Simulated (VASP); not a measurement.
# Ir (P6_3/mmc) in VASP: settings compared

The runs below take Ir through relaxation of cell and atoms, single point, with PBEsol, LDA, PBE.

All numbers are computed with VASP 6.6.1; they aren't measurements. Logs are shortened: lines on timing, memory, paths and dates and some standing lists are left out, and cuts for length are marked.

## Step 1: The cell of the first run

The structure is hexagonal, space group P6_3/mmc (No. 194). Conventional cell: a = 2.751 Å, b = 2.751 Å, c = 4.462 Å, α = 90.00°, β = 90.00°, γ = 120.00°. Ir (site symmetry -6m2) has 12 Ir at 2.74 to 2.75 Å within 3.6 Å.

## Step 2: Relaxation of cell and atoms, PBEsol, target pressure 30 GPa, at which the enthalpy is minimised

The input, INCAR:

```
PREC     = Accurate       # precision mode
ENCUT    = 600            # plane-wave cutoff, eV
EDIFF    = 1E-6           # SCF threshold, eV
ISMEAR   = -1             # smearing method
SIGMA    = 0.05           # smearing width, eV
LREAL    = F              # projectors in reciprocal space
LASPH    = T              # aspherical terms in the spheres
NELM     = 100            # most SCF steps
ALGO     = Normal         # electronic algorithm
ISIF     = 3              # what is computed and relaxed
LWAVE    = F              # write WAVECAR
LCHARG   = F              # write CHGCAR
GGA      = PS             # functional
IBRION   = 2              # ionic algorithm
NSW      = 80             # ionic steps
EDIFFG   = -0.005         # ionic threshold
PSTRESS  = 300.0
```

The input, KPOINTS:

```
Automatic mesh
0
Gamma
  11 11 6
```

The input, POSCAR:

```
Ir
1.0
    2.7513778946      0.0000000000      0.0000000000
   -1.3756889473      2.3827631521      0.0000000000
    0.0000000000      0.0000000000      4.4622900000
Ir
2
Direct
    0.3333333333      0.6666666667      0.2500000000
    0.6666666667      0.3333333333      0.7500000000
```

Potentials or basis: VASP PAW PBE potentials, release 64 (Ir).

Command:

```
> cat potpaw_PBE.64/Ir/POTCAR > POTCAR
> mpirun -np 1 vasp_std > vasp.out
```

OUTCAR:

```text
PREC = Accurate
   ENCUT = 600
   EDIFF = 1E-6
   ISMEAR = -1
   LREAL = F
   LASPH = T
   NELM = 100
   ISIF = 3
   GGA = PS
   IBRION = 2
   NSW = 80
   EDIFFG = -0.005
   PSTRESS = 300.0

 ion  position               nearest neighbor table
   1  0.333  0.667  0.250-   2 2.74   2 2.74   2 2.74   2 2.74   2 2.74   2 2.74
   2  0.667  0.333  0.750-   1 2.74   1 2.74   1 2.74   1 2.74   1 2.74   1 2.74

  LATTYP: Found a hexagonal cell.
 ALAT       =     2.7513778946
 C/A-ratio  =     1.6218382828

  Lattice vectors:

 A1 = (   2.7513778946,   0.0000000000,   0.0000000000)
 A2 = (  -1.3756889473,   2.3827631521,   0.0000000000)
 A3 = (   0.0000000000,   0.0000000000,   4.4622900000)

Analysis of symmetry for initial positions (statically):
=====================================================================
 Subroutine PRICEL returns:
 Original cell was already a primitive cell.

 Routine SETGRP: Setting up the symmetry group for a
 hexagonal supercell.

 Subroutine GETGRP returns: Found 24 space group operations
 (whereof 12 operations were pure point group operations)
 out of a pool of 24 trial point group operations.

The static configuration has the point symmetry D_3d.
 The point group associated with its full space group is D_6h.

Analysis of symmetry for dynamics (positions and initial velocities):
=====================================================================
 Subroutine PRICEL returns:
 Original cell was already a primitive cell.

 Routine SETGRP: Setting up the symmetry group for a
 hexagonal supercell.

 Subroutine GETGRP returns: Found 24 space group operations
 (whereof 12 operations were pure point group operations)
 out of a pool of 24 trial point group operations.

The dynamic configuration has the point symmetry D_3d.
 The point group associated with its full space group is D_6h.

 Subroutine INISYM returns: Found 24 space group operations
 (whereof 12 operations are pure point group operations),
 and found     1 'primitive' translations

----------------------------------------------------------------------------------------

                                     Primitive cell

  volume of cell :      29.2542

  direct lattice vectors                    reciprocal lattice vectors
     2.751377895  0.000000000  0.000000000     0.363454254  0.209840411  0.000000000
    -1.375688947  2.382763152  0.000000000     0.000000000  0.419680823  0.000000000
     0.000000000  0.000000000  4.462290000     0.000000000  0.000000000  0.224100182

  length of vectors
     2.751377895  2.751377895  4.462290000     0.419680823  0.419680823  0.224100182

  position of ions in fractional coordinates (direct lattice)
     0.333333333  0.666666667  0.250000000
     0.666666667  0.333333333  0.750000000

  ion indices of the primitive-cell ions
   primitive index   ion index
                 1           1
                 2           2

----------------------------------------------------------------------------------------

 KPOINTS: Automatic mesh

Automatic generation of k-mesh.
 Grid dimensions read from file:
 generate k-points for:   11   11    6

 Generating k-lattice:

  Cartesian coordinates                     Fractional coordinates (reciprocal lattice)
     0.033041296  0.019076401  0.000000000     0.090909091 -0.000000000  0.000000000
     0.000000000  0.038152802  0.000000000     0.000000000  0.090909091  0.000000000
     0.000000000  0.000000000  0.037350030     0.000000000  0.000000000  0.166666667

  Length of vectors
     0.038152802  0.038152802  0.037350030

  Shift w.r.t. Gamma in fractional coordinates (k-lattice)
     0.000000000  0.000000000  0.000000000

 Subroutine IBZKPT returns following result:
 ===========================================

 Found     64 irreducible k-points:

 Following reciprocal coordinates:
            Coordinates               Weight
  0.000000  0.000000  0.000000      1.000000
  0.090909 -0.000000  0.000000      6.000000
  0.181818 -0.000000  0.000000      6.000000
  0.272727 -0.000000  0.000000      6.000000
  0.363636 -0.000000  0.000000      6.000000
  0.454545 -0.000000  0.000000      6.000000
[... 16 lines left out ...]
  0.090909  0.090909  0.166667     12.000000
  0.181818  0.090909  0.166667     24.000000
 [... further k-points ...]
   k-points           NKPTS =     64   k-points in BZ     NKDIM =     64   number of bands    NBANDS=     13
   number of dos      NEDOS =    301   number of ions     NIONS =      2
   total plane-waves  NPLWV =  20736
   dimension x,y,z NGX =    24 NGY =   24 NGZ =   36
   dimension x,y,z NGXF=    48 NGYF=   48 NGZF=   72
   ions per type =               2
   NGX,Y,Z   is equivalent  to a cutoff of  14.50, 14.50, 13.41 a.u.
   NGXF,Y,Z  is equivalent  to a cutoff of  29.00, 29.00, 26.82 a.u.
 SYSTEM =  unknown system
   PREC   = accura    normal or accurate (medium, high low for compatibility)
   ISTART =      0    job   : 0-new  1-cont  2-samecut
   ICHARG =      2    charge: 1-file 2-atom 10-const
   ISPIN  =      1    spin polarized calculation?
   LNONCOLLINEAR =      F non collinear calculations
   LSORBIT =      F    spin-orbit coupling
   LASPH  =      T    aspherical Exc in radial PAW
   ENCUT  =  600.0 eV  44.10 Ry    6.64 a.u.   5.50  5.50  8.91*2*pi/ulx,y,z
   NELM   =    100;   NELMIN=  2; NELMDL= -5     # of ELM steps
   EDIFF  = 0.1E-05   stopping-criterion for ELM
   LREAL  =      F    real-space projection
   EDIFFG = -.5E-02   stopping-criterion for IOM
   NSW    =     80    number of steps for IOM
   IBRION =      2    ionic relax: 0-MD 1-quasi-New 2-CG
   NFREE  =      1    steps in history (QN), initial steepest desc. (CG)
   ISIF   =      3    stress and relaxation
   ISYM   =      2    0-nonsym 1-usesym 2-fastsym
   POTIM  = 0.5000    time-step for ionic-motion
   TEBEG  =    0.0;   TEEND  =   0.0 temperature during run
   PSTRESS=  300.0 pullay stress
   NELECT =      18.0000    total number of electrons
   NUPDOWN=      -1.0000    fix difference up-down
   EMIN   =  10.00;   EMAX   =-10.00  energy-range for DOS
   EFERMI =   0.00;   METHOD = LEGACY
   ISMEAR =    -1;   SIGMA  =   0.05  broadening in eV -4-tet -1-fermi 0-gaus
   EFERMI_NEDOS =   21; number of points for ismear=-14 and -15
   IALGO  =     38    algorithm
   IMIX   =      4    mixing-type and parameters
     AMIX     =   0.40;   BMIX     =  1.00
     AMIX_MAG =   1.60;   BMIX_MAG =  1.00
  volume/ion in A,a.u.               =      14.63        98.71
  Fermi-wavevector in a.u.,A,eV,Ry     =   1.392417  2.631287 26.379323  1.938826
  Thomas-Fermi vector in A             =   2.516162
   LORBIT       =      0    0 simple, 1 ext, 2 COOP (PROOUT), +10 PAW based schemes
   GGA     = PS    functional components
   LHFCALC =     F    Hartree Fock is set to
   AEXX    =    0.0000 exact exchange contribution
   IVDW    =     0    specifies the selected vdW correction
   LEPSILON=     F    determine dielectric tensor
   LRPA    =     F    only Hartree local field effects (RPA)
 conjugate gradient relaxation of ions
 non-spin polarized calculation
  energy-cutoff  :      600.00
  volume of cell :       29.25
 maximum number of plane-waves:      1002
 NGX is ok and might be reduce to    24
   NGX = 11   NGY = 11   NGZ = 17

--------------------------------------- Ionic step        1  -------------------------------------------

 number of electron      17.9999998 magnetization

 Free energy of the ion-electron system (eV)
  ---------------------------------------------------
  ext. energy  EPLUGINS =         0.00000000
  ---------------------------------------------------
  free energy    TOTEN  =       -19.43410949 eV

  energy without entropy =      -19.40861973  energy(sigma->0) =      -19.42136461

 E-fermi :   9.7707     XC(G=0): -13.9064

 val. band max:        9.7617122143   @ k =   0.3636   0.1818   0.1667
 cond. band min:       9.7760304259   @ k =   0.2727   0.0909   0.3333
 fundamental gap:      0.0143182116
 Fermi energy:         9.7706549889

 k-point     1 :       0.0000    0.0000    0.0000
  band No.  band energies     occupation
      1      -1.1574      2.00000
      2       1.9081      2.00000
      3       6.0136      2.00000
      4       6.1190      2.00000
      5       6.1190      2.00000
      6       6.7466      2.00000
      7       6.7466      2.00000
      8       7.5104      2.00000
      9       7.5104      2.00000
     10       8.9954      2.00000
     11      10.0461      0.00807
     12      10.0461      0.00807
     13      16.5253      0.00000
[... 473 lines left out ...]
  FREE ENERGIE OF THE ION-ELECTRON SYSTEM (eV)
  ---------------------------------------------------
  free  energy   TOTEN  =       -19.4067571811 eV

  energy  without entropy=      -19.3840081296  energy(sigma->0) =      -19.39538266

  enthalpy is  TOTEN    =       -14.3224440720 eV   P V=        5.0843131091

[... ionic steps 4 to 7 ...]

--------------------------------------- Ionic step        8  -------------------------------------------

 number of electron      18.0000001 magnetization

------------------------ aborting loop because EDIFF is reached ----------------------------------------

  FORCE on cell =-STRESS in cart. coord.  units (eV):
  Direction    XX          YY          ZZ          XY          YZ          ZX
  --------------------------------------------------------------------------------------
  -------------------------------------------------------------------------------------
  Total        4.8390170      4.8390170      4.8176339      0.0000000     -0.0000000      0.0000000
  in kB      291.9962024    291.9962024    290.7059051      0.0000000     -0.0000000      0.0000000
  external PRESSURE =      -8.4338967 kB  Pullay stress =     300.0000000 kB
[... 61 lines left out ...]
  enthalpy is  TOTEN    =       -14.3472723166 eV   P V=        4.9639553798

--------------------------------------- Ionic step       10  -------------------------------------------

 number of electron      18.0000001 magnetization

 Free energy of the ion-electron system (eV)
  ---------------------------------------------------
  ext. energy  EPLUGINS =         0.00000000
  ---------------------------------------------------
  free energy    TOTEN  =       -19.31077026 eV

  energy without entropy =      -19.28900038  energy(sigma->0) =      -19.29988532

 E-fermi :  11.5387     XC(G=0): -14.4866

 val. band max:       11.5190024385   @ k =   0.3636   0.1818   0.1667
 cond. band min:      11.5421582440   @ k =   0.2727   0.0909   0.3333
 fundamental gap:      0.0231558054
 Fermi energy:        11.5386624691

 k-point     1 :       0.0000    0.0000    0.0000
  band No.  band energies     occupation
      1      -0.4937      2.00000
      2       2.5763      2.00000
      3       7.1441      2.00000
      4       7.2680      2.00000
      5       7.2680      2.00000
      6       8.0071      2.00000
      7       8.0071      2.00000
      8       8.9169      2.00000
      9       8.9169      2.00000
     10      10.4775      2.00000
     11      11.8595      0.00326
     12      11.8595      0.00326
     13      19.2221      0.00000
[... 397 lines left out ...]
  FREE ENERGIE OF THE ION-ELECTRON SYSTEM (eV)
  ---------------------------------------------------
  free  energy   TOTEN  =       -19.3107702581 eV

  energy  without entropy=      -19.2890003822  energy(sigma->0) =      -19.29988532

  enthalpy is  TOTEN    =       -14.3472724625 eV   P V=        4.9634977956

 reached required accuracy - stopping structural energy minimisation
```

Run time: 1.7 min. Hardware: 1 thread of Intel Xeon 6975P-C, shared host; peak memory 0.19 GiB.

What came out:

- Free energy: -19.3108 eV
- Relaxed volume: 13.25 Å³/atom
- Relaxed cell: a = 2.661 Å, b = 2.661 Å, c = 4.322 Å, α = 90.00°, β = 90.00°, γ = 120.00°
- Space group after relaxing (to 0.05 Å): P6_3/mmc (No. 194)
- Energy change on relaxing (the enthalpy is what falls): +61.7 meV/atom
- Ionic steps: 10
- Pressure after relaxing: 30.0 GPa
- Band gap on the k mesh: zero (band 9 reaches 12.66 eV, above the bottom of band 10 at 9.02 eV)

The path:
| step | energy change (eV) | largest force (eV/Å) | pressure (GPa) | volume (Å³) |
| --- | --- | --- | --- | --- |
| 1 | 0.0000 | 0.0000 | -11.52 | 29.25 |
| 2 | 19.6371 | 0.0000 | 866.46 | 15.96 |
| 3 | 0.0274 | 0.0000 | 17.95 | 27.15 |
| 4 | 0.0682 | 0.0000 | 23.65 | 26.84 |
| 5 | 0.1244 | 0.0000 | 30.14 | 26.50 |
| 6 | 0.1146 | 0.0000 | 29.11 | 26.56 |
| 7 | 0.1156 | 0.0000 | 29.18 | 26.55 |
| 8 | 0.1153 | 0.0000 | 29.16 | 26.55 |
| 9 | 0.1229 | 0.0000 | 29.95 | 26.51 |
| 10 | 0.1233 | 0.0000 | 29.99 | 26.51 |

Final structure:
```
Ir
1.0
     2.66111    0.00000    0.00000
    -1.33055    2.30459    0.00000
     0.00000    0.00000    4.32237
Ir
2
Direct
  0.33333 0.66667 0.25000
  0.66667 0.33333 0.75000
```

Caveat: the cell is relaxed towards a set pressure, so the enthalpy falls and the energy may rise; the PAW data sets were made with another functional, which shifts forces and pressure a little; spin-orbit coupling is left out, which moves the levels of the heavy elements.

## Step 3: Single point, LDA, non-collinear spin, zero start, spin-orbit coupling

This run uses another cell than the first one, of 13.95 Å³/atom, 0.954 times its volume.

The input, INCAR:

```
PREC     = Accurate       # precision mode
ENCUT    = 520            # plane-wave cutoff, eV
EDIFF    = 1E-6           # SCF threshold, eV
ISMEAR   = -1             # smearing method
SIGMA    = 0.05           # smearing width, eV
LREAL    = F              # projectors in reciprocal space
LASPH    = T              # aspherical terms in the spheres
NELM     = 150            # most SCF steps
ALGO     = Normal         # electronic algorithm
ISIF     = 2              # what is computed and relaxed
LWAVE    = F              # write WAVECAR
LCHARG   = F              # write CHGCAR
LNONCOLLINEAR= T              # non-collinear magnetism
MAGMOM   = 0 0 0 0 0 0    # initial moments
LORBIT   = 11             # projections on sites
LSORBIT  = T              # spin-orbit coupling
GGA_COMPAT= F            
LORBMOM  = T            
LMAXMIX  = 4              # l up to which the mixer works
GGA      = CA             # functional
NBANDS   = 30             # bands
```

The input, KPOINTS:

```
regular mesh
0
Gamma
  8 8 5
```

The input, POSCAR:

```
Ir
1.0
    2.7088622941      0.0000000000      0.0000000000
   -1.3544311471      2.3459435621      0.0000000000
    0.0000000000      0.0000000000      4.3904671886
Ir
2
Direct
    0.3333333333      0.6666666667      0.2500000000
    0.6666666667      0.3333333333      0.7500000000
```

Potentials or basis: VASP PAW LDA potentials, release 64 (Ir).

Command:

```
> cat potpaw_LDA.64/Ir/POTCAR > POTCAR
> mpirun -np 1 vasp_ncl > vasp.out
```

It took 39 s on 1 thread of Intel Xeon 6975P-C, shared host; peak memory 0.19 GiB.

The run converged. Its results:

```
Free energy                                           : -21.2114 eV
Pressure                                              : 3.0 GPa
Net moment                                            : 0.00 μB per cell
Valence electrons inside the program's atomic spheres : Ir 8.47
```

Stress tensor (GPa, compression positive):
```
2.92 0.00 0.00
0.00 2.92 0.00
0.00 0.00 3.05
```

Moments on the atoms (μB; x, y, z):
```
Ir  0.00 0.00 0.00
Ir  0.00 0.00 0.00
```

[end of part 1 of 2]
